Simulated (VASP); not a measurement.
Input of a VASP 6.6.1 run:

The input INCAR:

```
ALGO = Normal
EDIFF = 1E-6
ENCUT = 520
GGA = PE
ISIF = 2
ISMEAR = 0
ISPIN = 2
LASPH = T
LCHARG = F
LMAXMIX = 4
LORBIT = 11
LREAL = F
LWAVE = F
MAGMOM = 0 0 0 0 0 0 0.74
NBANDS = 20
NELM = 150
PREC = Accurate
SIGMA = 0.1
```

Contents of KPOINTS:

```
k-points
0
Gamma
  12 12 12
```

Contents of POSCAR:

```
H6Os
1.0
    0.0000000000      2.8887600831      2.8887600831
    2.8887600831      0.0000000000      2.8887600831
    2.8887600831      2.8887600831      0.0000000000
H Os
6 1
Direct
    0.7000764438      0.2999235562      0.2999235562
    0.2999235562      0.7000764438      0.7000764438
    0.2999235562      0.7000764438      0.2999235562
    0.7000764438      0.2999235562      0.7000764438
    0.2999235562      0.2999235562      0.7000764438
    0.7000764438      0.7000764438      0.2999235562
    0.0000000000      0.0000000000      0.0000000000
```

Potentials or basis: VASP PAW PBE potentials, release 64 (H, Os).

Command:

```bash
$ cat potpaw_PBE.64/H/POTCAR potpaw_PBE.64/Os/POTCAR > POTCAR
$ mpirun -np 1 vasp_std > vasp.out
```

(1) What does it give for the pressure?

(2) Predict the net moment.

(3) Estimate the largest force.

Answers

(1) -3.4 GPa.

(2) 0.01 μB per cell.

(3) 0.037 eV/Å.
